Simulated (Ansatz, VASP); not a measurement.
# Two plane-wave programs on FeO

Contents of INCAR:

```
SYSTEM = FeO
PREC = Accurate ; ENCUT = 600
EDIFF = 1E-6 ; ISMEAR = -1
SIGMA = 0.05 ; LREAL = .FALSE.
LASPH = .TRUE. ; NELM = 200
ALGO = Normal ; ISIF = 2
LWAVE = .FALSE. ; LCHARG = .FALSE.
ISPIN = 2 ; MAGMOM = 3 0
LORBIT = 11 ; LMAXMIX = 4
GGA = PE ; NBANDS = 22
GGA_COMPAT = .FALSE.
```

KPOINTS

```
regular mesh
0
G
  11 11 11
  0 0 0
```

Contents of POSCAR:

```
FeO
1.0
    0.0000000000      2.1262695598      2.1262695598
    2.1262695598      0.0000000000      2.1262695598
    2.1262695598      2.1262695598      0.0000000000
Fe O
1 1
Direct
    0.0000000000      0.0000000000      0.0000000000
    0.5000000000      0.5000000000      0.5000000000
```

Contents of input.yaml:

```yaml
crystal:
  lattice:
    - [0.0, 2.1262695598, 2.1262695598]
    - [2.1262695598, 0.0, 2.1262695598]
    - [2.1262695598, 2.1262695598, 0.0]
  atoms:
    - { symbol: Fe, position: [0.0, 0.0, 0.0], spin: 3.0 }
    - { symbol: O, position: [0.5, 0.5, 0.5] }
hamiltonian:
  xc: pbe
  pseudopotentials: { kind: paw }
magnetization:
  spin_polarized: true
kpoints:
  mp_grid: { grid: [11, 11, 11] }
scf:
  occupations: { method: fermi_dirac, width: 0.05 }
output:
  forces: true
  stress: true
  eigenvalues: true
  write_density: true
  write_potential: true
  elf: true
  volumetric_format: npy
```

Alike in both runs: task single point; functional PBE; k mesh 11 × 11 × 11; occupations fermi-dirac, width 0.05 eV; collinear spin.

|  | VASP | Ansatz |
| --- | --- | --- |
| version | VASP 6.6.1 | Ansatz 0.2.0 |
| potentials or method | VASP PAW PBE potentials, release 64 (Fe_sv, O) | Ansatz PAW |
| plane-wave cutoff (eV) | 600 | 420 |
| valence electrons in the cell | 22 | 22 |

|  | VASP | Ansatz | Ansatz less VASP |
| --- | --- | --- | --- |
| gap on the k mesh at the Fermi level (eV) | none | none | - |
| pressure (GPa) | 5.6 | 8.0 | +2.45 |
| net moment per atom (μB) | 2.00 | 2.00 | 0.000 |
| size of the moment on the site where the two differ most (μB) | 3.47 | 3.43 | -0.043 |

Site moments also hang on the region over which each program counts them. A gap of «none» marks a metal or a gap that the smearing closes. With one functional, cell and mesh, what is left measures potentials, basis and numerics.
